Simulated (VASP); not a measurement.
# CrN2 (Pnnm) in VASP: single point with r2SCAN

Aim: the single point of CrN2 with r2SCAN.

Program: VASP 6.6.1. These are calculated values, not measurements. Logs are shortened: lines on timing, memory, paths and dates and some standing lists are left out, and cuts for length are marked.

**1. The cell of the first run**

The structure is orthorhombic, space group Pnnm (No. 58). Conventional cell: a = 3.902 Å, b = 4.810 Å, c = 2.784 Å, α = 90.00°, β = 90.00°, γ = 90.00°. Cr (site symmetry 2/m) has 6 N at 2.04 to 2.05 Å within 2.7 Å. Within 1.8 Å of N (site symmetry m) lie 1 N at 1.35 Å.

**2. Single point, r2SCAN, collinear spin, ferromagnetic start**

Input file POSCAR:

```
CrN2
1.0
    3.9017860000      0.0000000000      0.0000000000
    0.0000000000      4.8095120000      0.0000000000
    0.0000000000      0.0000000000      2.7841700000
Cr N
2 4
Direct
    0.5000000000      0.5000000000      0.5000000000
    0.0000000000      0.0000000000      0.0000000000
    0.6338300000      0.0887750000      0.5000000000
    0.3661700000      0.9112250000      0.5000000000
    0.1338300000      0.4112250000      0.0000000000
    0.8661700000      0.5887750000      0.0000000000
```

Input file INCAR.step1:

```
SYSTEM = CrN2
  PREC = Accurate
  ENCUT = 520
  ISMEAR = 0
  SIGMA = 0.1
  LREAL = .FALSE.
  LASPH = .TRUE.
  NELM = 150
  ISPIN = 2
  MAGMOM = 3 3 0 0 0 0
  LMAXMIX = 4
  NBANDS = 35
  GGA = PE
  ALGO = Normal
  EDIFF = 1E-4
  LWAVE = .TRUE.
  LCHARG = .FALSE.
```

Input file INCAR.step2:

```
SYSTEM = CrN2
  PREC = Accurate
  ENCUT = 520
  EDIFF = 1E-6
  ISMEAR = 0
  SIGMA = 0.1
  LREAL = .FALSE.
  LASPH = .TRUE.
  NELM = 150
  ALGO = Normal
  ISIF = 2
  LWAVE = .FALSE.
  LCHARG = .FALSE.
  ISPIN = 2
  MAGMOM = 3 3 0 0 0 0
  LORBIT = 11
  LMAXMIX = 4
  METAGGA = R2SCAN
  LMIXTAU = .TRUE.
  NBANDS = 35
  ISTART = 1
```

Input file KPOINTS:

```
regular mesh
0
G
  6 4 6
  0 0 0
```

Potentials or basis: VASP PAW PBE potentials, release 64 (Cr_pv, N).

Command:

```
$ cat potpaw_PBE.64/Cr_pv/POTCAR potpaw_PBE.64/N/POTCAR > POTCAR
$ cp INCAR.step1 INCAR
$ mpirun -np 1 vasp_std > vasp.out
$ cp INCAR.step2 INCAR
$ mpirun -np 1 vasp_std > vasp.out
```

OUTCAR:

```text
SYSTEM = CrN2
   PREC = Accurate
   ENCUT = 520
   EDIFF = 1E-6
   ISMEAR = 0
   LREAL = .FALSE.
   LASPH = .TRUE.
   NELM = 150
   ISIF = 2
   ISPIN = 2
   LORBIT = 11
   METAGGA = R2SCAN
   ISTART = 1

 ion  position               nearest neighbor table
   1  0.500  0.500  0.500-   5 2.04   6 2.04   5 2.04   6 2.04   3 2.05   4 2.05
   2  0.000  0.000  0.000-   3 2.04   4 2.04   3 2.04   4 2.04   5 2.05   6 2.05
   3  0.634  0.089  0.500-   4 1.35   2 2.04   2 2.04   1 2.05
   4  0.366  0.911  0.500-   3 1.35   2 2.04   2 2.04   1 2.05
   5  0.134  0.411  0.000-   6 1.35   1 2.04   1 2.04   2 2.05
   6  0.866  0.589  0.000-   5 1.35   1 2.04   1 2.04   2 2.05

  LATTYP: Found a simple orthorhombic cell.
 ALAT       =     2.7841700000
 B/A-ratio  =     1.4014180169
 C/A-ratio  =     1.7274491141

  Lattice vectors:

 A1 = (   0.0000000000,   0.0000000000,   2.7841700000)
 A2 = (   3.9017860000,   0.0000000000,   0.0000000000)
 A3 = (   0.0000000000,   4.8095120000,   0.0000000000)

Analysis of symmetry for initial positions (statically):
=====================================================================
 Subroutine PRICEL returns:
 Original cell was already a primitive cell.

 Routine SETGRP: Setting up the symmetry group for a
 simple orthorhombic supercell.

 Subroutine GETGRP returns: Found  8 space group operations
 (whereof  4 operations were pure point group operations)
 out of a pool of  8 trial point group operations.

The static configuration has the point symmetry C_2h.
 The point group associated with its full space group is D_2h.

Analysis of symmetry for dynamics (positions and initial velocities):
=====================================================================
 Subroutine PRICEL returns:
 Original cell was already a primitive cell.

 Routine SETGRP: Setting up the symmetry group for a
 simple orthorhombic supercell.

 Subroutine GETGRP returns: Found  8 space group operations
 (whereof  4 operations were pure point group operations)
 out of a pool of  8 trial point group operations.

The dynamic configuration has the point symmetry C_2h.
 The point group associated with its full space group is D_2h.

Analysis of structural, dynamic, and magnetic symmetry:
=====================================================================
 Subroutine PRICEL returns:
 Original cell was already a primitive cell.

 Routine SETGRP: Setting up the symmetry group for a
 simple orthorhombic supercell.

 Subroutine GETGRP returns: Found  8 space group operations
 (whereof  4 operations were pure point group operations)
 out of a pool of  8 trial point group operations.

The overall configuration has the point symmetry C_2h.
 The point group associated with its full space group is D_2h.

 Subroutine INISYM returns: Found  8 space group operations
 (whereof  4 operations are pure point group operations),
 and found     1 'primitive' translations

----------------------------------------------------------------------------------------

                                     Primitive cell

  volume of cell :      52.2469

  direct lattice vectors                    reciprocal lattice vectors
     3.901786000  0.000000000  0.000000000     0.256292887  0.000000000  0.000000000
     0.000000000  4.809512000  0.000000000     0.000000000  0.207921303  0.000000000
     0.000000000  0.000000000  2.784170000     0.000000000  0.000000000  0.359173470

  length of vectors
     3.901786000  4.809512000  2.784170000     0.256292887  0.207921303  0.359173470

  position of ions in fractional coordinates (direct lattice)
     0.500000000  0.500000000  0.500000000
     0.000000000  0.000000000  0.000000000
     0.633830000  0.088775000  0.500000000
     0.366170000  0.911225000  0.500000000
     0.133830000  0.411225000  0.000000000
     0.866170000  0.588775000  0.000000000

  ion indices of the primitive-cell ions
   primitive index   ion index
                 1           1
                 2           2
                 3           3
                 4           4
                 5           5
                 6           6

----------------------------------------------------------------------------------------

 KPOINTS: regular mesh

Automatic generation of k-mesh.
 Grid dimensions read from file:
 generate k-points for:    6    4    6

 Generating k-lattice:

  Cartesian coordinates                     Fractional coordinates (reciprocal lattice)
     0.042715481  0.000000000  0.000000000     0.166666667  0.000000000  0.000000000
     0.000000000  0.051980326  0.000000000     0.000000000  0.250000000  0.000000000
     0.000000000  0.000000000  0.059862245     0.000000000  0.000000000  0.166666667

  Length of vectors
     0.042715481  0.051980326  0.059862245

  Shift w.r.t. Gamma in fractional coordinates (k-lattice)
     0.000000000  0.000000000  0.000000000

 Subroutine IBZKPT returns following result:
 ===========================================

 Found     48 irreducible k-points:

 Following reciprocal coordinates:
            Coordinates               Weight
  0.000000  0.000000  0.000000      1.000000
  0.166667  0.000000  0.000000      2.000000
  0.333333  0.000000  0.000000      2.000000
  0.500000  0.000000  0.000000      1.000000
  0.000000  0.250000  0.000000      2.000000
  0.166667  0.250000  0.000000      4.000000
[... 16 lines left out ...]
  0.333333  0.500000  0.166667      4.000000
  0.500000  0.500000  0.166667      2.000000
 [... further k-points ...]
   k-points           NKPTS =     48   k-points in BZ     NKDIM =     48   number of bands    NBANDS=     35
   number of dos      NEDOS =    301   number of ions     NIONS =      6
   total plane-waves  NPLWV =  25920
   dimension x,y,z NGX =    30 NGY =   36 NGZ =   24
   dimension x,y,z NGXF=    60 NGYF=   72 NGZF=   48
   ions per type =               2   4
   NGX,Y,Z   is equivalent  to a cutoff of  12.78, 12.44, 14.33 a.u.
   NGXF,Y,Z  is equivalent  to a cutoff of  25.56, 24.89, 28.66 a.u.
 SYSTEM =  CrN2
   PREC   = accura    normal or accurate (medium, high low for compatibility)
   ISTART =      1    job   : 0-new  1-cont  2-samecut
   ICHARG =      0    charge: 1-file 2-atom 10-const
   ISPIN  =      2    spin polarized calculation?
   LNONCOLLINEAR =      F non collinear calculations
   LSORBIT =      F    spin-orbit coupling
   LASPH  =      T    aspherical Exc in radial PAW
   ENCUT  =  520.0 eV  38.22 Ry    6.18 a.u.   7.25  8.94  5.18*2*pi/ulx,y,z
   NELM   =    150;   NELMIN=  2; NELMDL=  0     # of ELM steps
   EDIFF  = 0.1E-05   stopping-criterion for ELM
   LREAL  =      F    real-space projection
   EDIFFG = 0.1E-04   stopping-criterion for IOM
   NSW    =      0    number of steps for IOM
   IBRION =     -1    ionic relax: 0-MD 1-quasi-New 2-CG
   NFREE  =      0    steps in history (QN), initial steepest desc. (CG)
   ISIF   =      2    stress and relaxation
   ISYM   =      2    0-nonsym 1-usesym 2-fastsym
   POTIM  = 0.5000    time-step for ionic-motion
   TEBEG  =    0.0;   TEEND  =   0.0 temperature during run
   PSTRESS=    0.0 pullay stress
   NELECT =      44.0000    total number of electrons
   NUPDOWN=      -1.0000    fix difference up-down
   EMIN   =  10.00;   EMAX   =-10.00  energy-range for DOS
   EFERMI =   0.00;   METHOD = LEGACY
   ISMEAR =     0;   SIGMA  =   0.10  broadening in eV -4-tet -1-fermi 0-gaus
   EFERMI_NEDOS =   21; number of points for ismear=-14 and -15
   IALGO  =     38    algorithm
   IMIX   =      4    mixing-type and parameters
     AMIX     =   0.40;   BMIX     =  1.00
     AMIX_MAG =   1.60;   BMIX_MAG =  1.00
  volume/ion in A,a.u.               =       8.71        58.76
  Fermi-wavevector in a.u.,A,eV,Ry     =   1.545986  2.921491 32.518928  2.390074
  Thomas-Fermi vector in A             =   2.651287
   LORBIT       =     11    0 simple, 1 ext, 2 COOP (PROOUT), +10 PAW based schemes
   METAGGA = R2SCAN    functional components
   LHFCALC =     F    Hartree Fock is set to
   AEXX    =    0.0000 exact exchange contribution
   IVDW    =     0    specifies the selected vdW correction
   LEPSILON=     F    determine dielectric tensor
   LRPA    =     F    only Hartree local field effects (RPA)
 spin polarized calculation
 Gauss-broadening in eV      SIGMA  =   0.10
  energy-cutoff  :      520.00
  volume of cell :       52.25
 maximum number of plane-waves:      1436
 NGX is ok and might be reduce to    30
   NGX = 15   NGY = 17   NGZ = 11

 number of electron      44.0000010 magnetization       4.3382127

 Free energy of the ion-electron system (eV)
  ---------------------------------------------------
  ext. energy  EPLUGINS =         0.00000000
  ---------------------------------------------------
  free energy    TOTEN  =       -68.38426518 eV

  energy without entropy =      -68.37944702  energy(sigma->0) =      -68.38185610

 E-fermi :   8.1443     XC(G=0): -13.5231

 val. band max:        8.1130985336   @ k =   0.0000   0.2500   0.1667
 cond. band min:       8.1465125148   @ k =   0.0000   0.5000   0.5000
 fundamental gap:      0.0334139812
 Fermi energy:         8.1442698349

 spin component 1

 k-point     1 :       0.0000    0.0000    0.0000
  band No.  band energies     occupation
      1     -38.0349      1.00000
      2     -38.0187      1.00000
      3     -37.9745      1.00000
      4     -37.9705      1.00000
      5     -37.9304      1.00000
      6     -37.9190      1.00000
[... 26 lines left out ...]
     33      16.9037      0.00000
     34      17.5527      0.00000

 k-point     2 :       0.1667    0.0000    0.0000
  band No.  band energies     occupation
      1     -38.0318      1.00000
      2     -38.0187      1.00000
      3     -37.9780      1.00000
      4     -37.9736      1.00000
      5     -37.9295      1.00000
      6     -37.9196      1.00000
[... 806 lines left out ...]
 k-point    24 :       0.5000    0.5000    0.1667
  band No.  band energies     occupation
      1     -38.0263      1.00000
      2     -38.0263      1.00000
      3     -37.9783      1.00000
      4     -37.9783      1.00000
      5     -37.9670      1.00000
      6     -37.9670      1.00000
[... 26 lines left out ...]
     33      18.2614      0.00000
     34      18.2614      0.00000

 [... further k-points ...]

 spin component 2

 k-point     1 :       0.0000    0.0000    0.0000
  band No.  band energies     occupation
      1     -34.9056      1.00000
      2     -34.8919      1.00000
      3     -34.8693      1.00000
      4     -34.8618      1.00000
      5     -34.5225      1.00000
      6     -34.4893      1.00000
[... 26 lines left out ...]
     33      16.9928      0.00000
     34      17.7553      0.00000

 k-point     2 :       0.1667    0.0000    0.0000
  band No.  band energies     occupation
      1     -34.9045      1.00000
      2     -34.8926      1.00000
      3     -34.8705      1.00000
      4     -34.8637      1.00000
      5     -34.5214      1.00000
      6     -34.4923      1.00000
[... 806 lines left out ...]
 k-point    24 :       0.5000    0.5000    0.1667
  band No.  band energies     occupation
      1     -34.9600      1.00000
      2     -34.9600      1.00000
      3     -34.8638      1.00000
      4     -34.8638      1.00000
      5     -34.5018      1.00000
      6     -34.5018      1.00000
[... 26 lines left out ...]
     33      18.8045      0.00000
     34      18.8051      0.00000

 [... further k-points ...]

 [bands above 34 left out]

------------------------ aborting loop because EDIFF is reached ----------------------------------------

  FORCE on cell =-STRESS in cart. coord.  units (eV):
  Direction    XX          YY          ZZ          XY          YZ          ZX
  --------------------------------------------------------------------------------------
  -------------------------------------------------------------------------------------
  Total       -1.5875388     -0.8180597      0.3738214     -0.0000000      0.0000000      0.0000000
  in kB      -48.6827070    -25.0862274     11.4634275     -0.0000000      0.0000000      0.0000000
  external PRESSURE =     -20.7685023 kB  Pullay stress =       0.0000000 kB

 VOLUME and BASIS-vectors are now :
 -----------------------------------------------------------------------------
  energy-cutoff  :      520.00
  volume of cell :       52.25
      direct lattice vectors                 reciprocal lattice vectors
     3.901786000  0.000000000  0.000000000     0.256292887  0.000000000  0.000000000
     0.000000000  4.809512000  0.000000000     0.000000000  0.207921303  0.000000000
     0.000000000  0.000000000  2.784170000     0.000000000  0.000000000  0.359173470

 POSITION                                       TOTAL-FORCE (eV/Angst)
 -----------------------------------------------------------------------------------
      1.95089      2.40476      1.39209        -0.000000      0.000000      0.000000
      0.00000      0.00000      0.00000        -0.000000      0.000000      0.000000
      2.47307      0.42696      1.39209         0.099543      0.093914     -0.000000
      1.42872      4.38255      1.39209        -0.099543     -0.093914      0.000000
      0.52218      1.97779      0.00000         0.099543     -0.093914      0.000000
      3.37961      2.83172      0.00000        -0.099543      0.093914      0.000000
 -----------------------------------------------------------------------------------
    total drift:                               -0.000000      0.000000      0.000000

  FREE ENERGIE OF THE ION-ELECTRON SYSTEM (eV)
  ---------------------------------------------------
  free  energy   TOTEN  =       -68.3842651816 eV

  energy  without entropy=      -68.3794470226  energy(sigma->0) =      -68.38185610

 total charge

# of ion       s       p       d       tot
------------------------------------------
    1        0.535   6.379   4.095  11.009
    2        0.535   6.379   4.095  11.009
    3        1.262   2.540   0.000   3.802
    4        1.262   2.540   0.000   3.802
    5        1.262   2.540   0.000   3.802
    6        1.262   2.540   0.000   3.802
--------------------------------------------------
tot          6.119  22.917   8.190  37.226

 magnetization (x)

# of ion       s       p       d       tot
------------------------------------------
    1        0.068   0.017   2.401   2.486
    2        0.068   0.017   2.401   2.486
    3       -0.007  -0.149   0.000  -0.156
    4       -0.007  -0.149   0.000  -0.156
    5       -0.007  -0.149   0.000  -0.156
    6       -0.007  -0.149   0.000  -0.156
--------------------------------------------------
tot          0.110  -0.564   4.803   4.348
```

It took 5.7 min on 1 thread of Intel Xeon Platinum 8559C (Emerald Rapids), shared host; peak memory 0.27 GiB.

Results:

```yaml
Free_energy: -68.3843 eV
Pressure: -2.1 GPa
Largest_force: 0.137 eV/Å
Net_moment: 4.34 μB per cell
Site_moments: Cr +2.49; N -0.16 μB
Valence_electrons_inside_the_program's_atomic_spheres: Cr 11.01; N 3.80
```

Forces on the atoms (eV/Å):
```
Cr   0.000  0.000  0.000
Cr   0.000  0.000  0.000
N    0.100  0.094  0.000
N   -0.100 -0.094  0.000
N    0.100 -0.094  0.000
N   -0.100  0.094  0.000
```

Stress tensor (GPa, compression positive):
```
-4.87  0.00  0.00
 0.00 -2.51  0.00
 0.00  0.00  1.15
```

Caveat: the k points lie up to 0.38 Å⁻¹ apart; the PAW data sets were made with another functional, which shifts forces and pressure a little; only a ferromagnetic start was run, and an antiferromagnetic order may lie lower in energy. With open d or f shells a metallic result of r2SCAN can be an artefact of self-interaction; +U or a hybrid may open a gap.
